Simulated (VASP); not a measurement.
A run of VASP 6.6.1 is set up as follows.

File INCAR:

```
SYSTEM = Rh
  PREC = Accurate
  ENCUT = 500
  EDIFF = 1E-7
  ISMEAR = -1
  SIGMA = 0.05
  LREAL = .False.
  LASPH = .True.
  NELM = 120
  ALGO = Normal
  ISIF = 3
  LWAVE = .False.
  LCHARG = .False.
  GGA = PS
  IBRION = 2
  NSW = 60
  EDIFFG = -0.01
  GGA_COMPAT = .False.
  NELMIN = 4
```

KPOINTS

```
Automatic mesh
0
Gamma
  9 9 9
  0 0 0
```

The input POSCAR:

```
Rh
1.0
    0.0000000000      1.9000000000      1.9000000000
    1.9000000000      0.0000000000      1.9000000000
    1.9000000000      1.9000000000      0.0000000000
Rh
1
Direct
    0.0000000000      0.0000000000      0.0000000000
```

Potentials or basis: VASP PAW PBE potentials, release 64 (Rh_pv).

Command:

```console
$ cat potpaw_PBE.64/Rh_pv/POTCAR > POTCAR
$ mpirun -np 1 vasp_std > vasp.out
```

(1) Estimate the band gap on the k mesh.

(2) What does it give for the space group after relaxing (to 0.1 Å)?

(3) What does it give for the relaxed cell?

(4) Predict the relaxed volume.

Results:

(1) zero (an odd number of electrons rules out a gap without spin polarisation).

(2) Fm-3m (No. 225).

(3) a = 2.673 Å, b = 2.673 Å, c = 2.673 Å, α = 60.00°, β = 60.00°, γ = 60.00°.

(4) 13.51 Å³/atom.

Caveat: the PAW data sets were made with another functional, which shifts forces and pressure a little.
